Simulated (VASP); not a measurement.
CdSe, 4 atoms in the cell. Symmetry: P6_3mc, No. 186, hexagonal system. The conventional cell has a = 4.300 Å, b = 4.300 Å, c = 7.020 Å, α = 90.00°, β = 90.00°, γ = 120.00°. Cd (site symmetry 3m) has 4 Se at 2.61 to 2.70 Å within 3.4 Å. Within 3.4 Å of Se (site symmetry 3m) lie 4 Cd at 2.61 to 2.70 Å. 

```yaml
Program: VASP 6.6.1
Task: relaxation of cell and atoms
Functional: PBEsol
Potentials_or_basis: VASP PAW PBE potentials, release 64 (Cd, Se)
Cutoff: 600 eV
k_mesh: 7 × 7 × 4
Occupations: fermi-dirac, width 0.05 eV
Spin: no spin polarisation
Dipole_correction: no
Further_INCAR_settings: ALGO = Normal; EDIFF = 1e-06; IBRION = 2; EDIFFG = -0.01; NSW = 80; ISIF = 3
```

Potentials or basis: VASP PAW PBE potentials, release 64 (Cd, Se).

Launch:

```sh
$ cat potpaw_PBE.64/Cd/POTCAR potpaw_PBE.64/Se/POTCAR > POTCAR
$ mpirun -np 1 vasp_std > vasp.out
```

Hardware: 1 thread of Intel(R) Xeon(R) 6975P-C (Granite Rapids), on a shared host.

Estimate the wall time of this run.

Run time: 2.4 min on 1 thread of Intel(R) Xeon(R) 6975P-C (Granite Rapids), on a shared host, peak memory 0.3 GiB. Counts: scf iterations 66, k points 24, ion steps 10.
